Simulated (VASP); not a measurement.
Here is a VASP 6.6.1 calculation.

INCAR

```
ALGO     = Normal         # electronic algorithm
EDIFF    = 1E-6           # SCF threshold, eV
ENCUT    = 520            # plane-wave cutoff, eV
GGA      = RP             # functional
ISIF     = 2              # what is computed and relaxed
ISMEAR   = -1             # smearing method
LASPH    = True           # aspherical terms in the spheres
LCHARG   = False          # write CHGCAR
LREAL    = False          # projectors in reciprocal space
LWAVE    = False          # write WAVECAR
NBANDS   = 12             # bands
NELM     = 80             # most SCF steps
PREC     = Accurate       # precision mode
SIGMA    = 0.1            # smearing width, eV
```

Contents of KPOINTS:

```
k-points
0
Gamma
  8 8 12
```

File POSCAR:

```
Li
1.0
    4.7862295744      0.0000000000      0.0000000000
   -2.3931147872      4.1449963998      0.0000000000
    0.0000000000      0.0000000000      2.8078307104
Li
3
Direct
    0.0000000000      0.0000000000      0.0000000000
    0.3333333333      0.6666666667      0.5000000000
    0.6666666667      0.3333333333      0.5000000000
```

Potentials or basis: VASP PAW PBE potentials, release 64 (Li_sv).

The run is started by

```sh
$ cat potpaw_PBE.64/Li_sv/POTCAR > POTCAR
$ mpirun -np 1 vasp_std > vasp.out
```

(1) Estimate the band gap on the k mesh.

## Answers

(1) zero (an odd number of electrons rules out a gap without spin polarisation).
